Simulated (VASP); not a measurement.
# ZrTiN in VASP: further runs

The runs below take ZrTiN through single point, relaxation of cell and atoms, with PBE.

All numbers are computed with VASP 6.6.1; they aren't measurements. Logs are shortened: lines on timing, memory, paths and dates and some standing lists are left out, and cuts for length are marked.

## (1) The cell of the first run

The structure is tetragonal, space group P4/mmm (No. 123). Conventional cell: a = 3.257 Å, b = 3.257 Å, c = 4.065 Å, α = 90.00°, β = 90.00°, γ = 90.00°. Zr (site symmetry 4/mmm) has 4 N at 2.30 Å and 8 Ti at 3.07 Å within 3.1 Å. Within 2.7 Å of Ti (site symmetry 4/mmm) lie 2 N at 2.03 Å. Within 2.7 Å of N (site symmetry 4/mmm) lie 2 Ti at 2.03 Å and 4 Zr at 2.30 Å.

The cell was built from a structure type or drawn by symmetry, and may not be a known phase.

## (2) Single point, PBE

INCAR reads:

```
PREC = Accurate ; ENCUT = 520
EDIFF = 1E-6 ; ISMEAR = 0
SIGMA = 0.1 ; LREAL = False
LASPH = True ; NELM = 80
ALGO = Normal ; ISIF = 2
LWAVE = False ; LCHARG = False
GGA = PE ; NBANDS = 22
```

KPOINTS reads:

```
Automatic mesh
0
Gamma
  14 14 12
```

POSCAR reads:

```
ZrTiN
1.0
    3.2572785965      0.0000000000      0.0000000000
    0.0000000000      3.2572785965      0.0000000000
    0.0000000000      0.0000000000      4.0651501132
Zr Ti N
1 1 1
Direct
    0.0000000000      0.0000000000      0.0000000000
    0.5000000000      0.5000000000      0.5000000000
    0.5000000000      0.5000000000      0.0000000000
```

Potentials or basis: VASP PAW PBE potentials, release 64 (Zr_sv, Ti_sv, N).

Launch:

```console
> cat potpaw_PBE.64/Zr_sv/POTCAR potpaw_PBE.64/Ti_sv/POTCAR potpaw_PBE.64/N/POTCAR > POTCAR
> mpirun -np 1 vasp_std > vasp.out
```

OUTCAR:

```text
PREC = Accurate
   ENCUT = 520
   EDIFF = 1E-6
   ISMEAR = 0
   LREAL = False
   LASPH = True
   NELM = 80
   ISIF = 2
   GGA = PE

 ion  position               nearest neighbor table
   1  0.000  0.000  0.000-   3 2.30   3 2.30   3 2.30   3 2.30   2 3.07   2 3.07   2 3.07   2 3.07
                             2 3.07   2 3.07   2 3.07   2 3.07
   2  0.500  0.500  0.500-   3 2.03   3 2.03   1 3.07   1 3.07   1 3.07   1 3.07   1 3.07   1 3.07
                             1 3.07   1 3.07
   3  0.500  0.500  0.000-   2 2.03   2 2.03   1 2.30   1 2.30   1 2.30   1 2.30

  LATTYP: Found a simple tetragonal cell.
 ALAT       =     3.2572785965
 C/A-ratio  =     1.2480203927

  Lattice vectors:

 A1 = (   3.2572785965,   0.0000000000,   0.0000000000)
 A2 = (   0.0000000000,   3.2572785965,   0.0000000000)
 A3 = (   0.0000000000,   0.0000000000,   4.0651501132)

Analysis of symmetry for initial positions (statically):
=====================================================================
 Subroutine PRICEL returns:
 Original cell was already a primitive cell.

 Routine SETGRP: Setting up the symmetry group for a
 simple tetragonal supercell.

 Subroutine GETGRP returns: Found 16 space group operations
 (whereof 16 operations were pure point group operations)
 out of a pool of 16 trial point group operations.

The static configuration has the point symmetry D_4h.

Analysis of symmetry for dynamics (positions and initial velocities):
=====================================================================
 Subroutine PRICEL returns:
 Original cell was already a primitive cell.

 Routine SETGRP: Setting up the symmetry group for a
 simple tetragonal supercell.

 Subroutine GETGRP returns: Found 16 space group operations
 (whereof 16 operations were pure point group operations)
 out of a pool of 16 trial point group operations.

The dynamic configuration has the point symmetry D_4h.

 Subroutine INISYM returns: Found 16 space group operations
 (whereof 16 operations are pure point group operations),
 and found     1 'primitive' translations

----------------------------------------------------------------------------------------

                                     Primitive cell

  volume of cell :      43.1307

  direct lattice vectors                    reciprocal lattice vectors
     3.257278596  0.000000000  0.000000000     0.307004750  0.000000000  0.000000000
     0.000000000  3.257278596  0.000000000     0.000000000  0.307004750  0.000000000
     0.000000000  0.000000000  4.065150113     0.000000000  0.000000000  0.245993376

  length of vectors
     3.257278596  3.257278596  4.065150113     0.307004750  0.307004750  0.245993376

  position of ions in fractional coordinates (direct lattice)
     0.000000000  0.000000000  0.000000000
     0.500000000  0.500000000  0.500000000
     0.500000000  0.500000000  0.000000000

  ion indices of the primitive-cell ions
   primitive index   ion index
                 1           1
                 2           2
                 3           3

----------------------------------------------------------------------------------------

 KPOINTS: Automatic mesh

Automatic generation of k-mesh.
 Grid dimensions read from file:
 generate k-points for:   14   14   12

 Generating k-lattice:

  Cartesian coordinates                     Fractional coordinates (reciprocal lattice)
     0.021928911  0.000000000  0.000000000     0.071428571  0.000000000  0.000000000
     0.000000000  0.021928911  0.000000000     0.000000000  0.071428571  0.000000000
     0.000000000  0.000000000  0.020499448     0.000000000  0.000000000  0.083333333

  Length of vectors
     0.021928911  0.021928911  0.020499448

  Shift w.r.t. Gamma in fractional coordinates (k-lattice)
     0.000000000  0.000000000  0.000000000

 Subroutine IBZKPT returns following result:
 ===========================================

 Found    252 irreducible k-points:

 Following reciprocal coordinates:
            Coordinates               Weight
  0.000000  0.000000  0.000000      1.000000
  0.071429  0.000000  0.000000      4.000000
  0.142857  0.000000  0.000000      4.000000
  0.214286  0.000000  0.000000      4.000000
  0.285714  0.000000  0.000000      4.000000
  0.357143  0.000000  0.000000      4.000000
[... 16 lines left out ...]
  0.285714  0.214286  0.000000      8.000000
  0.357143  0.214286  0.000000      8.000000
 [... further k-points ...]
   k-points           NKPTS =    252   k-points in BZ     NKDIM =    252   number of bands    NBANDS=     22
   number of dos      NEDOS =    301   number of ions     NIONS =      3
   total plane-waves  NPLWV =  17280
   dimension x,y,z NGX =    24 NGY =   24 NGZ =   30
   dimension x,y,z NGXF=    48 NGYF=   48 NGZF=   60
   ions per type =               1   1   1
   NGX,Y,Z   is equivalent  to a cutoff of  12.25, 12.25, 12.27 a.u.
   NGXF,Y,Z  is equivalent  to a cutoff of  24.50, 24.50, 24.54 a.u.
 SYSTEM =  unknown system
   PREC   = accura    normal or accurate (medium, high low for compatibility)
   ISTART =      0    job   : 0-new  1-cont  2-samecut
   ICHARG =      2    charge: 1-file 2-atom 10-const
   ISPIN  =      1    spin polarized calculation?
   LNONCOLLINEAR =      F non collinear calculations
   LSORBIT =      F    spin-orbit coupling
   LASPH  =      T    aspherical Exc in radial PAW
   ENCUT  =  520.0 eV  38.22 Ry    6.18 a.u.   6.06  6.06  7.56*2*pi/ulx,y,z
   NELM   =     80;   NELMIN=  2; NELMDL= -5     # of ELM steps
   EDIFF  = 0.1E-05   stopping-criterion for ELM
   LREAL  =      F    real-space projection
   EDIFFG = 0.1E-04   stopping-criterion for IOM
   NSW    =      0    number of steps for IOM
   IBRION =     -1    ionic relax: 0-MD 1-quasi-New 2-CG
   NFREE  =      0    steps in history (QN), initial steepest desc. (CG)
   ISIF   =      2    stress and relaxation
   ISYM   =      2    0-nonsym 1-usesym 2-fastsym
   POTIM  = 0.5000    time-step for ionic-motion
   TEBEG  =    0.0;   TEEND  =   0.0 temperature during run
   PSTRESS=    0.0 pullay stress
   NELECT =      29.0000    total number of electrons
   NUPDOWN=      -1.0000    fix difference up-down
   EMIN   =  10.00;   EMAX   =-10.00  energy-range for DOS
   EFERMI =   0.00;   METHOD = LEGACY
   ISMEAR =     0;   SIGMA  =   0.10  broadening in eV -4-tet -1-fermi 0-gaus
   EFERMI_NEDOS =   21; number of points for ismear=-14 and -15
   IALGO  =     38    algorithm
   IMIX   =      4    mixing-type and parameters
     AMIX     =   0.40;   BMIX     =  1.00
     AMIX_MAG =   1.60;   BMIX_MAG =  1.00
  volume/ion in A,a.u.               =      14.38        97.02
  Fermi-wavevector in a.u.,A,eV,Ry     =   1.434208  2.710259 27.986525  2.056952
  Thomas-Fermi vector in A             =   2.553641
   LORBIT       =      0    0 simple, 1 ext, 2 COOP (PROOUT), +10 PAW based schemes
   GGA     = PE    functional components
   LHFCALC =     F    Hartree Fock is set to
   AEXX    =    0.0000 exact exchange contribution
   IVDW    =     0    specifies the selected vdW correction
   LEPSILON=     F    determine dielectric tensor
   LRPA    =     F    only Hartree local field effects (RPA)
 non-spin polarized calculation
 Gauss-broadening in eV      SIGMA  =   0.10
  energy-cutoff  :      520.00
  volume of cell :       43.13
 maximum number of plane-waves:      1199
   NGX = 13   NGY = 13   NGZ = 15

 number of electron      29.0000007 magnetization

 Free energy of the ion-electron system (eV)
  ---------------------------------------------------
  ext. energy  EPLUGINS =         0.00000000
  ---------------------------------------------------
  free energy    TOTEN  =       -28.46802861 eV

  energy without entropy =      -28.45903809  energy(sigma->0) =      -28.46353335

 E-fermi :   9.5367     XC(G=0): -11.8651

 val. band max:        9.5341952145   @ k =   0.2857   0.0714   0.0833
 cond. band min:       9.5369807016   @ k =   0.5000   0.0714   0.1667
 fundamental gap:      0.0027854872
 Fermi energy:         9.5366546707

 k-point     1 :       0.0000    0.0000    0.0000
  band No.  band energies     occupation
      1     -47.3385      2.00000
      2     -39.3590      2.00000
      3     -23.7089      2.00000
      4     -23.5195      2.00000
      5     -23.5195      2.00000
      6     -17.2910      2.00000
[... 14 lines left out ...]
     21      13.8589      0.00000
     22      13.8591      0.00000

 k-point     2 :       0.0714    0.0000    0.0000
  band No.  band energies     occupation
      1     -47.3380      2.00000
      2     -39.3568      2.00000
      3     -23.7078      2.00000
      4     -23.5252      2.00000
      5     -23.5188      2.00000
      6     -17.3246      2.00000
[... 14 lines left out ...]
     21      13.7325      0.00000
     22      13.8090      0.00000

 k-point     3 :       0.1429    0.0000    0.0000
  band No.  band energies     occupation
      1     -47.3365      2.00000
      2     -39.3507      2.00000
      3     -23.7047      2.00000
      4     -23.5412      2.00000
      5     -23.5170      2.00000
      6     -17.4175      2.00000
[... 14 lines left out ...]
     21      13.6633      0.00000
     22      13.8919      0.00000

 k-point     4 :       0.2143    0.0000    0.0000
  band No.  band energies     occupation
      1     -47.3344      2.00000
      2     -39.3420      2.00000
      3     -23.7002      2.00000
      4     -23.5642      2.00000
      5     -23.5144      2.00000
      6     -17.5483      2.00000
[... 14 lines left out ...]
     21      13.4349      0.00000
     22      14.7390      0.00000

 k-point     5 :       0.2857    0.0000    0.0000
  band No.  band energies     occupation
      1     -47.3321      2.00000
      2     -39.3322      2.00000
      3     -23.6952      2.00000
      4     -23.5896      2.00000
      5     -23.5115      2.00000
      6     -17.6892      2.00000
[... 14 lines left out ...]
     21      13.1466      0.00000
     22      15.2802      0.00000

 k-point     6 :       0.3571    0.0000    0.0000
  band No.  band energies     occupation
      1     -47.3300      2.00000
      2     -39.3234      2.00000
      3     -23.6908      2.00000
      4     -23.6125      2.00000
      5     -23.5089      2.00000
      6     -17.8126      2.00000
[... 14 lines left out ...]
     21      12.8360      0.00000
     22      15.2004      0.00000

 k-point     7 :       0.4286    0.0000    0.0000
  band No.  band energies     occupation
      1     -47.3285      2.00000
      2     -39.3173      2.00000
      3     -23.6877      2.00000
      4     -23.6282      2.00000
      5     -23.5071      2.00000
      6     -17.8961      2.00000
[... 324 lines left out ...]
      6     -17.8609      2.00000
[... 14 lines left out ...]
     21      13.1188      0.00000
     22      15.0244      0.00000

 k-point    21 :       0.5000    0.1429    0.0000
  band No.  band energies     occupation
      1     -47.3261      2.00000
      2     -39.3069      2.00000
      3     -23.6840      2.00000
      4     -23.6329      2.00000
      5     -23.5299      2.00000
      6     -17.8892      2.00000
[... 14 lines left out ...]
     21      13.3076      0.00000
     22      14.9823      0.00000

 k-point    22 :       0.2143    0.2143    0.0000
  band No.  band energies     occupation
      1     -47.3304      2.00000
      2     -39.3250      2.00000
      3     -23.6928      2.00000
      4     -23.5622      2.00000
      5     -23.5587      2.00000
      6     -17.5341      2.00000
[... 14 lines left out ...]
     21      13.8034      0.00000
     22      14.3577      0.00000

 k-point    23 :       0.2857    0.2143    0.0000
  band No.  band energies     occupation
      1     -47.3281      2.00000
      2     -39.3153      2.00000
      3     -23.6886      2.00000
      4     -23.5867      2.00000
      5     -23.5582      2.00000
      6     -17.6369      2.00000
[... 14 lines left out ...]
     21      13.7550      0.00000
     22      14.5504      0.00000

 k-point    24 :       0.3571    0.2143    0.0000
  band No.  band energies     occupation
      1     -47.3261      2.00000
      2     -39.3065      2.00000
      3     -23.6848      2.00000
      4     -23.6101      2.00000
      5     -23.5564      2.00000
      6     -17.7470      2.00000
[... 14 lines left out ...]
     21      13.6236      0.00000
     22      14.8257      0.00000

 [... further k-points ...]

------------------------ aborting loop because EDIFF is reached ----------------------------------------

  FORCE on cell =-STRESS in cart. coord.  units (eV):
  Direction    XX          YY          ZZ          XY          YZ          ZX
  --------------------------------------------------------------------------------------
  -------------------------------------------------------------------------------------
  Total        0.0237364      0.0237364      0.0769849      0.0000000      0.0000000     -0.0000000
  in kB        0.8817387      0.8817387      2.8597607      0.0000000      0.0000000     -0.0000000
  external PRESSURE =       1.5410793 kB  Pullay stress =       0.0000000 kB

 VOLUME and BASIS-vectors are now :
 -----------------------------------------------------------------------------
  energy-cutoff  :      520.00
  volume of cell :       43.13
      direct lattice vectors                 reciprocal lattice vectors
     3.257278596  0.000000000  0.000000000     0.307004750  0.000000000  0.000000000
     0.000000000  3.257278596  0.000000000     0.000000000  0.307004750  0.000000000
     0.000000000  0.000000000  4.065150113     0.000000000  0.000000000  0.245993376

 POSITION                                       TOTAL-FORCE (eV/Angst)
 -----------------------------------------------------------------------------------
      0.00000      0.00000      0.00000         0.000000      0.000000      0.000000
      1.62864      1.62864      2.03258         0.000000      0.000000      0.000000
      1.62864      1.62864      0.00000         0.000000      0.000000      0.000000
 -----------------------------------------------------------------------------------
    total drift:                                0.000000     -0.000000     -0.000000

  FREE ENERGIE OF THE ION-ELECTRON SYSTEM (eV)
  ---------------------------------------------------
  free  energy   TOTEN  =       -28.4680286120 eV

  energy  without entropy=      -28.4590380858  energy(sigma->0) =      -28.46353335
```

Run time: 2.7 min. Hardware: 1 thread of Intel Xeon Platinum 8488C (Sapphire Rapids), shared host; peak memory 0.35 GiB.

What came out:

```
Free energy            : -28.4680 eV
Pressure               : 0.2 GPa
Band gap on the k mesh : zero (an odd number of electrons rules out a gap without spin polarisation)
```

[end of part 1 of 2]
